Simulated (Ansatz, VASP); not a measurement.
## Au in VASP and in Ansatz

Contents of INCAR:

```
SYSTEM = Au
PREC = Accurate
ENCUT = 520
EDIFF = 1E-6
ISMEAR = 0
SIGMA = 0.15
LREAL = .False.
LASPH = .True.
NELM = 80
ALGO = Normal
ISIF = 2
LWAVE = .False.
LCHARG = .True.
GGA = PE
LELF = .True.
LVHAR = .True.
NBANDS = 12
```

The input KPOINTS:

```
regular mesh
0
Gamma
  20 20 20
  0 0 0
```

File POSCAR:

```
Au
1.0
    0.0000000000      2.1273200000      1.8818600000
    2.1273200000      0.0000000000      1.8818600000
    2.1273200000      2.1273200000      0.0000000000
Au
1
Direct
    0.0000000000      0.0000000000      0.0000000000
```

Input for Ansatz:

```yaml
crystal:
  lattice:
    - [0.0, 2.12732, 1.88186]
    - [2.12732, 0.0, 1.88186]
    - [2.12732, 2.12732, 0.0]
  atoms:
    - { symbol: Au, position: [0.0, 0.0, 0.0] }
basis:
  ecutwfc: 420
kpoints:
  mp_grid: { grid: [20, 20, 20] }
hamiltonian:
  xc: pbe
scf:
  occupations: { method: gaussian, width: 0.15 }
output:
  forces: true
  stress: true
  eigenvalues: true
```

Change from the starting cell: strain +0.040 along x and y, -0.080 along z, atoms carried along.

Alike in both runs: task single point; functional PBE; k mesh 20 × 20 × 20; occupations gaussian, width 0.15 eV; no spin polarisation.

|  | VASP | Ansatz |
| --- | --- | --- |
| version | VASP 6.6.1 | Ansatz 0.2.0 |
| potentials or method | VASP PAW PBE potentials, release 64 (Au), cutoff 520 eV | scalar-relativistic, plane waves, PAW |
| valence electrons in the cell | 11 | 19 |

|  | VASP | Ansatz | Ansatz less VASP |
| --- | --- | --- | --- |
| gap on the k mesh at the Fermi level (eV) | none | none | - |
| pressure (GPa) | 8.8 | 9.1 | +0.30 |
| traceless stress, the component that is largest in VASP (GPa) | 0.90 | 0.88 | -0.019 |

A gap of «none» marks a metal or a gap that the smearing closes. VASP's potentials hold 11 valence electrons a cell and Ansatz's 19, so a difference there can come from the potentials and not from the codes.

Spin-orbit coupling is off throughout.
